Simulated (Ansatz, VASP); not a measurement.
Two plane-wave programs on Ni3Ge

Contents of INCAR:

```
PREC = Accurate ; ENCUT = 600
EDIFF = 1E-6 ; ISMEAR = -1
SIGMA = 0.05 ; LREAL = False
LASPH = True ; NELM = 120
ALGO = Normal ; ISIF = 2
LWAVE = False ; LCHARG = False
GGA = CA ; NBANDS = 30
GGA_COMPAT = False
```

KPOINTS

```
regular mesh
0
Gamma
  8 8 8
```

POSCAR

```
Ni3Ge
1.0
    3.5995739226      0.0000000000      0.0000000000
    0.0000000000      3.5995739226      0.0000000000
    0.0000000000      0.0000000000      3.5995739226
Ni Ge
3 1
Direct
    0.5000000000      0.0000000000      0.5000000000
    0.0000000000      0.5000000000      0.5000000000
    0.5000000000      0.5000000000      0.0000000000
    0.0000000000      0.0000000000      0.0000000000
```

Input for Ansatz:

```yaml
crystal:
  lattice:
    - [3.5995739226, 0.0, 0.0]
    - [0.0, 3.5995739226, 0.0]
    - [0.0, 0.0, 3.5995739226]
  atoms:
    - { symbol: Ni, position: [0.5, 0.0, 0.5] }
    - { symbol: Ni, position: [0.0, 0.5, 0.5] }
    - { symbol: Ni, position: [0.5, 0.5, 0.0] }
    - { symbol: Ge, position: [0.0, 0.0, 0.0] }
kpoints:
  mp_grid: { grid: [8, 8, 8] }
scf:
  occupations: { method: fermi_dirac, width: 0.05 }
  lower_state_search: "off"
hamiltonian:
  xc: lda
  pseudopotentials: { kind: paw }
output:
  forces: true
  stress: true
  eigenvalues: true
  write_density: true
  write_potential: true
  elf: true
  volumetric_format: npy
```

Change from the starting cell: volume scaled by 1.06, no spin polarisation, PAW files.

Alike in both runs: task single point; functional LDA; k mesh 8 × 8 × 8; occupations fermi-dirac, width 0.05 eV; no spin polarisation.

|  | VASP | Ansatz |
| --- | --- | --- |
| version | VASP 6.6.1 | Ansatz 0.2.0 |
| potentials or method | VASP PAW LDA potentials, release 64 (Ni, Ge_d) | PAW with Ansatz's default frozen-core files, scalar-relativistic |
| plane-wave cutoff (eV) | 600 | 420 |
| valence electrons in the cell | 44 | 68 |

VASP gave:

| Quantity | Value |
| --- | --- |
| pressure (GPa) | -17.3 |

Problem. Which values does Ansatz return?

Solution. Pressure (GPa): -17.8.

LDA's correlation is that of Perdew and Zunger in VASP and of Perdew and Wang (1992) in Ansatz. VASP's potentials hold 44 valence electrons a cell and Ansatz's 68, so a difference there can come from the potentials and not from the codes.
